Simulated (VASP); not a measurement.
# Sr (I4/mcm) in VASP: a series of runs

Sr is run at these levels: PBE; tasks: single point.

Program: VASP 6.6.1. These are calculated values, not measurements. Logs are shortened: lines on timing, memory, paths and dates and some standing lists are left out, and cuts for length are marked.

## Step 1: The cell of the first run

It takes space group I4/mcm (No. 140, tetragonal). Conventional cell: a = 7.940 Å, b = 7.940 Å, c = 7.044 Å, α = 90.00°, β = 90.00°, γ = 90.00°. Sr (site symmetry m2m) has 11 Sr at 3.58 to 4.34 Å within 4.7 Å.

## Step 2: Single point, PBE (strained)

INCAR reads:

```
PREC = Accurate
ENCUT = 520
EDIFF = 1E-6
ISMEAR = 0
SIGMA = 0.1
LREAL = False
LASPH = True
NELM = 100
ALGO = Fast
ISIF = 2
LWAVE = False
LCHARG = True
GGA = PE
LELF = True
LVHAR = True
NBANDS = 28
```

KPOINTS reads:

```
regular mesh
0
Gamma
  8 8 8
```

POSCAR reads:

```
Sr
1.0
   -3.9701662040      3.9701662040      3.5221167074
    3.9701662040     -3.9701662040      3.5221167074
    3.9701662040      3.9701662040     -3.5221167074
Sr
4
Direct
    0.1594483589      0.6594483589      0.8188967078
    0.8405516411      0.3405516411      0.1811032922
    0.6594483589      0.8405516411      0.5000000000
    0.3405516411      0.1594483589      0.5000000000
```

Potentials or basis: VASP PAW PBE potentials, release 64 (Sr_sv).

On the command line:

```
$ cat potpaw_PBE.64/Sr_sv/POTCAR > POTCAR
$ mpirun -np 1 vasp_std > vasp.out
```

OUTCAR:

```text
PREC = Accurate
   ENCUT = 520
   EDIFF = 1E-6
   ISMEAR = 0
   LREAL = False
   LASPH = True
   NELM = 100
   ISIF = 2
   GGA = PE

 ion  position               nearest neighbor table
   1  0.159  0.659  0.819-   2 3.58   2 4.07   2 4.07   4 4.22   3 4.22   3 4.22   4 4.22   4 4.34
                             3 4.34   3 4.34   4 4.34
   2  0.841  0.341  0.181-   1 3.58   1 4.07   1 4.07   4 4.22   3 4.22   4 4.22   3 4.22   3 4.34
                             4 4.34   4 4.34   3 4.34
   3  0.659  0.841  0.500-   4 3.58   4 4.07   4 4.07   2 4.22   1 4.22   2 4.22   1 4.22   1 4.34
                             2 4.34   1 4.34   2 4.34
   4  0.341  0.159  0.500-   3 3.58   3 4.07   3 4.07   2 4.22   1 4.22   2 4.22   1 4.22   1 4.34
                             2 4.34   1 4.34   2 4.34

  LATTYP: Found a body centered tetragonal cell.
 ALAT       =     7.9403324080
 C/A-ratio  =     0.8871459094

  Lattice vectors:

 A1 = (  -3.9701662040,   3.9701662040,   3.5221167074)
 A2 = (   3.9701662040,  -3.9701662040,   3.5221167074)
 A3 = (   3.9701662040,   3.9701662040,  -3.5221167074)

Analysis of symmetry for initial positions (statically):
=====================================================================
 Subroutine PRICEL returns:
 Original cell was already a primitive cell.

 Routine SETGRP: Setting up the symmetry group for a
 body centered tetragonal supercell.

 Subroutine GETGRP returns: Found 16 space group operations
 (whereof  8 operations were pure point group operations)
 out of a pool of 16 trial point group operations.

The static configuration has the point symmetry C_4h.
 The point group associated with its full space group is D_4h.

Analysis of symmetry for dynamics (positions and initial velocities):
=====================================================================
 Subroutine PRICEL returns:
 Original cell was already a primitive cell.

 Routine SETGRP: Setting up the symmetry group for a
 body centered tetragonal supercell.

 Subroutine GETGRP returns: Found 16 space group operations
 (whereof  8 operations were pure point group operations)
 out of a pool of 16 trial point group operations.

The dynamic configuration has the point symmetry C_4h.
 The point group associated with its full space group is D_4h.

 Subroutine INISYM returns: Found 16 space group operations
 (whereof  8 operations are pure point group operations),
 and found     1 'primitive' translations

----------------------------------------------------------------------------------------

                                     Primitive cell

  volume of cell :     222.0655

  direct lattice vectors                    reciprocal lattice vectors
    -3.970166204  3.970166204  3.522116707     0.000000000  0.125939312  0.141960089
     3.970166204 -3.970166204  3.522116707     0.125939312  0.000000000  0.141960089
     3.970166204  3.970166204 -3.522116707     0.125939312  0.125939312  0.000000000

  length of vectors
     6.627951831  6.627951831  6.627951831     0.189771908  0.189771908  0.178105083

  position of ions in fractional coordinates (direct lattice)
     0.159448359  0.659448359  0.818896708
     0.840551641  0.340551641  0.181103292
     0.659448359  0.840551641  0.500000000
     0.340551641  0.159448359  0.500000000

  ion indices of the primitive-cell ions
   primitive index   ion index
                 1           1
                 2           2
                 3           3
                 4           4

----------------------------------------------------------------------------------------

 KPOINTS: regular mesh

Automatic generation of k-mesh.
 Grid dimensions read from file:
 generate k-points for:    8    8    8

 Generating k-lattice:

  Cartesian coordinates                     Fractional coordinates (reciprocal lattice)
     0.000000000  0.015742414  0.017745011     0.125000000  0.000000000 -0.000000000
     0.015742414  0.000000000  0.017745011     0.000000000  0.125000000 -0.000000000
     0.015742414  0.015742414  0.000000000     0.000000000  0.000000000  0.125000000

  Length of vectors
     0.023721488  0.023721488  0.022263135

  Shift w.r.t. Gamma in fractional coordinates (k-lattice)
     0.000000000  0.000000000  0.000000000

 Subroutine IBZKPT returns following result:
 ===========================================

 Found     59 irreducible k-points:

 Following reciprocal coordinates:
            Coordinates               Weight
  0.000000  0.000000  0.000000      1.000000
  0.125000  0.000000  0.000000      8.000000
  0.250000  0.000000  0.000000      8.000000
  0.375000  0.000000  0.000000      8.000000
  0.500000  0.000000  0.000000      4.000000
  0.125000  0.125000  0.000000      8.000000
[... 16 lines left out ...]
  0.250000  0.125000  0.125000     16.000000
  0.375000  0.125000  0.125000      8.000000
 [... further k-points ...]
   k-points           NKPTS =     59   k-points in BZ     NKDIM =     59   number of bands    NBANDS=     28
   number of dos      NEDOS =    301   number of ions     NIONS =      4
   total plane-waves  NPLWV = 125000
   dimension x,y,z NGX =    50 NGY =   50 NGZ =   50
   dimension x,y,z NGXF=   100 NGYF=  100 NGZF=  100
   ions per type =               4
   NGX,Y,Z   is equivalent  to a cutoff of  12.54, 12.54, 12.54 a.u.
   NGXF,Y,Z  is equivalent  to a cutoff of  25.08, 25.08, 25.08 a.u.
 SYSTEM =  unknown system
   PREC   = accura    normal or accurate (medium, high low for compatibility)
   ISTART =      0    job   : 0-new  1-cont  2-samecut
   ICHARG =      2    charge: 1-file 2-atom 10-const
   ISPIN  =      1    spin polarized calculation?
   LNONCOLLINEAR =      F non collinear calculations
   LSORBIT =      F    spin-orbit coupling
   LASPH  =      T    aspherical Exc in radial PAW
   ENCUT  =  520.0 eV  38.22 Ry    6.18 a.u.  12.32 12.32 12.32*2*pi/ulx,y,z
   NELM   =    100;   NELMIN=  2; NELMDL= -5     # of ELM steps
   EDIFF  = 0.1E-05   stopping-criterion for ELM
   LREAL  =      F    real-space projection
   EDIFFG = 0.1E-04   stopping-criterion for IOM
   NSW    =      0    number of steps for IOM
   IBRION =     -1    ionic relax: 0-MD 1-quasi-New 2-CG
   NFREE  =      0    steps in history (QN), initial steepest desc. (CG)
   ISIF   =      2    stress and relaxation
   ISYM   =      2    0-nonsym 1-usesym 2-fastsym
   POTIM  = 0.5000    time-step for ionic-motion
   TEBEG  =    0.0;   TEEND  =   0.0 temperature during run
   PSTRESS=    0.0 pullay stress
   NELECT =      40.0000    total number of electrons
   NUPDOWN=      -1.0000    fix difference up-down
   EMIN   =  10.00;   EMAX   =-10.00  energy-range for DOS
   EFERMI =   0.00;   METHOD = LEGACY
   ISMEAR =     0;   SIGMA  =   0.10  broadening in eV -4-tet -1-fermi 0-gaus
   EFERMI_NEDOS =   21; number of points for ismear=-14 and -15
   IALGO  =     68    algorithm
   IMIX   =      4    mixing-type and parameters
     AMIX     =   0.40;   BMIX     =  1.00
     AMIX_MAG =   1.60;   BMIX_MAG =  1.00
  volume/ion in A,a.u.               =      55.52       374.64
  Fermi-wavevector in a.u.,A,eV,Ry     =   0.924559  1.747162 11.630378  0.854809
  Thomas-Fermi vector in A             =   2.050318
   LORBIT       =      0    0 simple, 1 ext, 2 COOP (PROOUT), +10 PAW based schemes
   GGA     = PE    functional components
   LHFCALC =     F    Hartree Fock is set to
   AEXX    =    0.0000 exact exchange contribution
   IVDW    =     0    specifies the selected vdW correction
   LEPSILON=     F    determine dielectric tensor
   LRPA    =     F    only Hartree local field effects (RPA)
 non-spin polarized calculation
 RMM-DIIS sequential band-by-band and
 Gauss-broadening in eV      SIGMA  =   0.10
  energy-cutoff  :      520.00
  volume of cell :      222.07
 maximum number of plane-waves:      6017
 NGX is ok and might be reduce to    50
   NGX = 25   NGY = 25   NGZ = 25

 number of electron      40.0000000 magnetization

 Free energy of the ion-electron system (eV)
  ---------------------------------------------------
  ext. energy  EPLUGINS =         0.00000000
  ---------------------------------------------------
  free energy    TOTEN  =        -5.82503411 eV

  energy without entropy =       -5.80224194  energy(sigma->0) =       -5.81363803

 E-fermi :   1.4748     XC(G=0):  -7.2731

 val. band max:        1.4693967108   @ k =  -0.3750   0.3750   0.1250
 cond. band min:       1.4757062021   @ k =  -0.1250   0.1250   0.1250
 fundamental gap:      0.0063094913
 Fermi energy:         1.4747688780

 k-point     1 :       0.0000    0.0000    0.0000
  band No.  band energies     occupation
      1     -35.1034      2.00000
      2     -35.0850      2.00000
      3     -35.0636      2.00000
      4     -35.0636      2.00000
      5     -17.2815      2.00000
      6     -17.2163      2.00000
[... 20 lines left out ...]
     27       2.8248      0.00000
     28       3.6321      0.00000

 k-point     2 :       0.1250    0.0000    0.0000
  band No.  band energies     occupation
      1     -35.1022      2.00000
      2     -35.0850      2.00000
      3     -35.0642      2.00000
      4     -35.0641      2.00000
      5     -17.2821      2.00000
      6     -17.2208      2.00000
[... 20 lines left out ...]
     27       3.0796      0.00000
     28       3.5413      0.00000

 k-point     3 :       0.2500    0.0000    0.0000
  band No.  band energies     occupation
      1     -35.0990      2.00000
      2     -35.0855      2.00000
      3     -35.0658      2.00000
      4     -35.0653      2.00000
      5     -17.2818      2.00000
      6     -17.2340      2.00000
[... 20 lines left out ...]
     27       3.2613      0.00000
     28       3.3291      0.00000

 k-point     4 :       0.3750    0.0000    0.0000
  band No.  band energies     occupation
      1     -35.0945      2.00000
      2     -35.0869      2.00000
      3     -35.0674      2.00000
      4     -35.0668      2.00000
      5     -17.2768      2.00000
      6     -17.2510      2.00000
[... 578 lines left out ...]
     27       3.1426      0.00000
     28       3.3484      0.00000

 k-point    23 :       0.2500    0.1250    0.1250
  band No.  band energies     occupation
      1     -35.0937      2.00000
      2     -35.0871      2.00000
      3     -35.0684      2.00000
      4     -35.0664      2.00000
      5     -17.2661      2.00000
      6     -17.2497      2.00000
[... 20 lines left out ...]
     27       3.2281      0.00000
     28       3.2967      0.00000

 k-point    24 :       0.3750    0.1250    0.1250
  band No.  band energies     occupation
      1     -35.0899      2.00000
      2     -35.0899      2.00000
      3     -35.0679      2.00000
      4     -35.0679      2.00000
      5     -17.2585      2.00000
      6     -17.2585      2.00000
[... 20 lines left out ...]
     27       3.3740      0.00000
     28       3.4184      0.00000

 [... further k-points ...]

------------------------ aborting loop because EDIFF is reached ----------------------------------------

  FORCE on cell =-STRESS in cart. coord.  units (eV):
  Direction    XX          YY          ZZ          XY          YZ          ZX
  --------------------------------------------------------------------------------------
  -------------------------------------------------------------------------------------
  Total        1.9723734      1.9723734      0.3353247      0.0000000      0.0000000      0.0000000
  in kB       14.2304491     14.2304491      2.4193297      0.0000000      0.0000000      0.0000000
  external PRESSURE =      10.2934093 kB  Pullay stress =       0.0000000 kB

 VOLUME and BASIS-vectors are now :
 -----------------------------------------------------------------------------
  energy-cutoff  :      520.00
  volume of cell :      222.07
      direct lattice vectors                 reciprocal lattice vectors
    -3.970166204  3.970166204  3.522116707     0.000000000  0.125939312  0.141960089
     3.970166204 -3.970166204  3.522116707     0.125939312  0.000000000  0.141960089
     3.970166204  3.970166204 -3.522116707     0.125939312  0.125939312  0.000000000

 POSITION                                       TOTAL-FORCE (eV/Angst)
 -----------------------------------------------------------------------------------
      5.23624      1.26607      0.00000         0.372796      0.372796     -0.000000
     -1.26607      2.70409      3.52212        -0.372796     -0.372796     -0.000000
      2.70409      1.26607      3.52212        -0.372796      0.372796      0.000000
      1.26607      2.70409      0.00000         0.372796     -0.372796      0.000000
 -----------------------------------------------------------------------------------
    total drift:                               -0.000017      0.000006      0.000028

  FREE ENERGIE OF THE ION-ELECTRON SYSTEM (eV)
  ---------------------------------------------------
  free  energy   TOTEN  =        -5.8250341136 eV

  energy  without entropy=       -5.8022419434  energy(sigma->0) =       -5.81363803
```

It took 6.8 min on 1 thread of Intel Xeon Platinum 8488C (Sapphire Rapids), shared host; peak memory 0.51 GiB.

Results:

| Quantity | Value |
| --- | --- |
| Free energy | -5.8250 eV |
| Pressure | 1.0 GPa |
| Largest force | 0.527 eV/Å |
| Band gap on the k mesh | zero (bands 20 and 21 overlap by 0.56 eV) |

Forces on the atoms (eV/Å):
```
Sr   0.373  0.373  0.000
Sr  -0.373 -0.373  0.000
Sr  -0.373  0.373  0.000
Sr   0.373 -0.373  0.000
```

Stress tensor (GPa, compression positive):
```
1.42 0.00 0.00
0.00 1.42 0.00
0.00 0.00 0.24
```

Caveat: the cell differs from its parent crystal (strained).

[end of part 1 of 2]

The gap in the log of VASP goes by the Fermi energy; the results here count the filled bands.